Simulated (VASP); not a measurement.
# NaH (P6_3/mmc) in VASP: single point with HSE06

Aim: the single point of NaH with HSE06.

All numbers are computed with VASP 6.6.1; they aren't measurements. Logs are shortened: lines on timing, memory, paths and dates and some standing lists are left out, and cuts for length are marked.

### Step 1. The cell of the first run

Symmetry: P6_3/mmc, No. 194, hexagonal system. The conventional cell has a = 3.319 Å, b = 3.319 Å, c = 5.831 Å, α = 90.00°, β = 90.00°, γ = 120.00°. Na (site symmetry -3m) has 6 H at 2.41 Å and 8 Na at 2.92 to 3.32 Å within 3.4 Å. Within 3.5 Å of H (site symmetry -6m2) lie 6 Na at 2.41 Å and 12 H at 3.32 to 3.49 Å.

### Step 2. Single point, HSE06

File POSCAR:

```
NaH
1.0
    3.3191587729      0.0000000000      0.0000000000
   -1.6595793864      2.8744758166      0.0000000000
    0.0000000000      0.0000000000      5.8309537818
Na H
2 2
Direct
    0.0000000000      0.0000000000      0.0000000000
    0.0000000000      0.0000000000      0.5000000000
    0.3333333333      0.6666666667      0.2500000000
    0.6666666667      0.3333333333      0.7500000000
```

File INCAR.step1:

```
SYSTEM = NaH
PREC     = Accurate       ! precision mode
ENCUT    = 400            ! plane-wave cutoff, eV
EDIFF    = 1E-5           ! SCF threshold, eV
ISMEAR   = 0              ! smearing method
SIGMA    = 0.01           ! smearing width, eV
LREAL    = .FALSE.        ! projectors in reciprocal space
LASPH    = .TRUE.         ! aspherical terms in the spheres
NELM     = 120            ! most SCF steps
ALGO     = Normal         ! electronic algorithm
ISIF     = 2              ! what is computed and relaxed
LWAVE    = .TRUE.         ! write WAVECAR
LCHARG   = .FALSE.        ! write CHGCAR
NBANDS   = 16             ! bands
GGA      = PE             ! functional
GGA_COMPAT= .FALSE.
```

File INCAR.step2:

```
SYSTEM = NaH
PREC     = Accurate       ! precision mode
ENCUT    = 400            ! plane-wave cutoff, eV
EDIFF    = 1E-6           ! SCF threshold, eV
ISMEAR   = 0              ! smearing method
SIGMA    = 0.01           ! smearing width, eV
LREAL    = .FALSE.        ! projectors in reciprocal space
LASPH    = .TRUE.         ! aspherical terms in the spheres
NELM     = 120            ! most SCF steps
ALGO     = Normal         ! electronic algorithm
ISIF     = 2              ! what is computed and relaxed
LWAVE    = .FALSE.        ! write WAVECAR
LCHARG   = .FALSE.        ! write CHGCAR
GGA      = PE             ! functional
LHFCALC  = .TRUE.         ! exact exchange
HFSCREEN = 0.2079         ! screening, 1/A
PRECFOCK = Normal       
NBANDS   = 16             ! bands
ISTART   = 1            
GGA_COMPAT= .FALSE.
```

File KPOINTS:

```
Automatic mesh
0
G
  6 6 4
  0 0 0
```

Potentials or basis: VASP PAW PBE potentials, release 64 (Na_pv, H).

The run is started by

```console
> cat potpaw_PBE.64/Na_pv/POTCAR potpaw_PBE.64/H/POTCAR > POTCAR
> cp INCAR.step1 INCAR
> mpirun -np 1 vasp_std > vasp.out
> cp INCAR.step2 INCAR
> mpirun -np 1 vasp_std > vasp.out
```

OUTCAR:

```text
SYSTEM = NaH
   PREC = Accurate
   ENCUT = 400
   EDIFF = 1E-6
   ISMEAR = 0
   LREAL = .FALSE.
   LASPH = .TRUE.
   NELM = 120
   ISIF = 2
   GGA = PE
   LHFCALC = .TRUE.
   HFSCREEN = 0.2079
   PRECFOCK = Normal
   ISTART = 1

 ion  position               nearest neighbor table
   1  0.000  0.000  0.000-
   2  0.000  0.000  0.500-
   3  0.333  0.667  0.250-
   4  0.667  0.333  0.750-

  LATTYP: Found a hexagonal cell.
 ALAT       =     3.3191587729
 C/A-ratio  =     1.7567565099

  Lattice vectors:

 A1 = (   3.3191587729,   0.0000000000,   0.0000000000)
 A2 = (  -1.6595793864,   2.8744758166,   0.0000000000)
 A3 = (   0.0000000000,   0.0000000000,   5.8309537818)

Analysis of symmetry for initial positions (statically):
=====================================================================
 Subroutine PRICEL returns:
 Original cell was already a primitive cell.

 Routine SETGRP: Setting up the symmetry group for a
 hexagonal supercell.

 Subroutine GETGRP returns: Found 24 space group operations
 (whereof 12 operations were pure point group operations)
 out of a pool of 24 trial point group operations.

The static configuration has the point symmetry D_3d.
 The point group associated with its full space group is D_6h.

Analysis of symmetry for dynamics (positions and initial velocities):
=====================================================================
 Subroutine PRICEL returns:
 Original cell was already a primitive cell.

 Routine SETGRP: Setting up the symmetry group for a
 hexagonal supercell.

 Subroutine GETGRP returns: Found 24 space group operations
 (whereof 12 operations were pure point group operations)
 out of a pool of 24 trial point group operations.

The dynamic configuration has the point symmetry D_3d.
 The point group associated with its full space group is D_6h.

 Subroutine INISYM returns: Found 24 space group operations
 (whereof 12 operations are pure point group operations),
 and found     1 'primitive' translations

----------------------------------------------------------------------------------------

                                     Primitive cell
[... 96 lines left out ...]
   NFREE  =      0    steps in history (QN), initial steepest desc. (CG)
   ISIF   =      2    stress and relaxation
   ISYM   =      3    0-nonsym 1-usesym 2-fastsym
   POTIM  = 0.5000    time-step for ionic-motion
   TEBEG  =    0.0;   TEEND  =   0.0 temperature during run
   PSTRESS=    0.0 pullay stress
   NELECT =      16.0000    total number of electrons
   NUPDOWN=      -1.0000    fix difference up-down
   EMIN   =  10.00;   EMAX   =-10.00  energy-range for DOS
   EFERMI =   0.00;   METHOD = LEGACY
   ISMEAR =     0;   SIGMA  =   0.01  broadening in eV -4-tet -1-fermi 0-gaus
   EFERMI_NEDOS =   21; number of points for ismear=-14 and -15
   IALGO  =     38    algorithm
   IMIX   =      1    mixing-type and parameters
     AMIX     =   0.40;   BMIX     =  1.00
     AMIX_MAG =   1.60;   BMIX_MAG =  1.00
  volume/ion in A,a.u.               =      13.91        93.86
  Fermi-wavevector in a.u.,A,eV,Ry     =   1.080619  2.042074 15.888042  1.167738
  Thomas-Fermi vector in A             =   2.216615
   LORBIT       =      0    0 simple, 1 ext, 2 COOP (PROOUT), +10 PAW based schemes
   GGA     = PE    functional components
   LHFCALC =     T    Hartree Fock is set to
   PRECFOCK=normal    Normal, Fast or Accurate (Low or Medium for compatibility)
   ENCUT4O =  -1.0   cutoff for four orbital integrals eV
   NKREDX  =     1    reduce k-point grid by
   NKREDY  =     1    reduce k-point grid by
   NKREDZ  =     1    reduce k-point grid by
   AEXX    =    0.2500 exact exchange contribution
   HFSCREEN=    0.2079 screening length (either q_TF or 0.3 A-1)
   HFSCREENC=   0.2079 screening length for correlation (either q_TF or 0.3 A-1)
   ENCUTFOCK=  -1.0 apply spherical cutoff to Coloumb kernel
   IVDW    =     0    specifies the selected vdW correction
   LEPSILON=     F    determine dielectric tensor
   LRPA    =     F    only Hartree local field effects (RPA)
 non-spin polarized calculation
 Gauss-broadening in eV      SIGMA  =   0.01
  energy-cutoff  :      400.00
  volume of cell :       55.63
 maximum number of plane-waves:      1039
 NGX is ok and might be reduce to    24
  NGX = 18; NGY = 18; NGZ = 30

 number of electron      15.9999983 magnetization

 Free energy of the ion-electron system (eV)
  ---------------------------------------------------
  ext. energy  EPLUGINS =         0.00000000
  ---------------------------------------------------
  free energy    TOTEN  =       -11.34157259 eV

  energy without entropy =      -11.34157259  energy(sigma->0) =      -11.34157259

 E-fermi :  -1.7714     XC(G=0):  -6.5513

 val. band max:       -1.8381743723   @ k =   0.3333   0.1667   0.0000
 cond. band min:       2.6459756886   @ k =   0.0000   0.0000   0.0000
 fundamental gap:      4.4841500609
 Fermi energy:        -1.7714352186

 k-point     1 :       0.0000    0.0000    0.0000
  band No.  band energies     occupation
      1     -26.4766      2.00000
      2     -26.3248      2.00000
      3     -26.3248      2.00000
      4     -26.3061      2.00000
      5     -26.3061      2.00000
      6     -26.2855      2.00000
[... 376 lines left out ...]
      3     -26.3714      2.00000
      4     -26.3714      2.00000
      5     -26.3635      2.00000
      6     -26.3635      2.00000
[... 8 lines left out ...]
     15      12.0796      0.00000
     16      12.0796      0.00000

------------------------ aborting loop because EDIFF is reached ----------------------------------------

  FORCE on cell =-STRESS in cart. coord.  units (eV):
  Direction    XX          YY          ZZ          XY          YZ          ZX
  --------------------------------------------------------------------------------------
  -------------------------------------------------------------------------------------
  Total       -0.1119847     -0.1119847     -0.0705248     -0.0000000      0.0000000      0.0000000
  in kB       -3.2250982     -3.2250982     -2.0310763     -0.0000000      0.0000000      0.0000000
  external PRESSURE =      -2.8270909 kB  Pullay stress =       0.0000000 kB

 VOLUME and BASIS-vectors are now :
 -----------------------------------------------------------------------------
  energy-cutoff  :      400.00
  volume of cell :       55.63
      direct lattice vectors                 reciprocal lattice vectors
     3.319158773  0.000000000  0.000000000     0.301281158  0.173944758  0.000000000
    -1.659579386  2.874475817  0.000000000     0.000000000  0.347889516  0.000000000
     0.000000000  0.000000000  5.830953782     0.000000000  0.000000000  0.171498530

 POSITION                                       TOTAL-FORCE (eV/Angst)
 -----------------------------------------------------------------------------------
      0.00000      0.00000      0.00000         0.000000      0.000000     -0.000000
      0.00000      0.00000      2.91548         0.000000      0.000000     -0.000000
     -0.00000      1.91632      1.45774        -0.000000      0.000000     -0.000000
      1.65958      0.95816      4.37322         0.000000     -0.000000      0.000000
 -----------------------------------------------------------------------------------
    total drift:                                0.000000      0.000000      0.000005

  FREE ENERGIE OF THE ION-ELECTRON SYSTEM (eV)
  ---------------------------------------------------
  free  energy   TOTEN  =       -11.3415725886 eV

  energy  without entropy=      -11.3415725886  energy(sigma->0) =      -11.34157259
```

OSZICAR.step1:

```text
N       E                     dE             d eps       ncg     rms          rms(c)
DAV:   1     0.105134022677E+03    0.10513E+03   -0.73440E+03   688   0.901E+02
DAV:   2    -0.544338785789E+01   -0.11058E+03   -0.10732E+03   760   0.275E+02
DAV:   3    -0.107888907648E+02   -0.53455E+01   -0.53389E+01   824   0.660E+01
DAV:   4    -0.108552371705E+02   -0.66346E-01   -0.66344E-01   816   0.824E+00
DAV:   5    -0.108563978657E+02   -0.11607E-02   -0.11607E-02   824   0.103E+00    0.452E+00
DAV:   6    -0.101718004653E+02    0.68460E+00   -0.28447E-01   960   0.389E+00    0.211E+00
DAV:   7    -0.998184894418E+01    0.18995E+00   -0.36803E-01   928   0.296E+00    0.485E-01
DAV:   8    -0.999151969005E+01   -0.96707E-02   -0.20190E-02   736   0.142E+00    0.110E-01
DAV:   9    -0.999154239431E+01   -0.22704E-04   -0.23218E-03   856   0.551E-01    0.359E-02
DAV:  10    -0.999149371993E+01    0.48674E-04   -0.10976E-04   752   0.728E-02    0.909E-03
DAV:  11    -0.999150023001E+01   -0.65101E-05   -0.10806E-05   760   0.187E-02
   1 F= -.99915002E+01 E0= -.99915002E+01  d E =-.300961E-15
```

It took 21 min on 1 thread of Intel Xeon Platinum 8259CL at 2.50GHz (Skylake/Cascade Lake), shared host; peak memory 0.27 GiB.

Results:

```
Free energy            : -11.3416 eV
Pressure               : -0.3 GPa
Band gap on the k mesh : 4.48 eV (least direct gap 5.56 eV)
```

Levels at points of the mesh, in eV from the valence-band top:
```
           k point  band 4  band 5  band 6  band 7  band 8  band 9  band 10  band 11  band 12  band 13
(0.00, 0.00, 0.00)  -24.47  -24.47  -24.45   -3.95   -1.25    4.48    12.00    12.90    15.34    15.48
(0.50, 0.00, 0.00)  -24.51  -24.49  -24.44   -0.83   -0.20    5.50     7.05     8.27     9.96    12.41
(0.00, 0.00, 0.50)  -24.48  -24.48  -24.48   -2.90   -2.90    7.88     7.88    13.53    13.53    16.54
(0.50, 0.00, 0.50)  -24.53  -24.50  -24.50   -0.48   -0.48    5.44     5.44    11.18    11.18    13.27
```

Caveat: the PAW data sets were made with another functional, which shifts forces and pressure a little. A k mesh can miss the band edges.
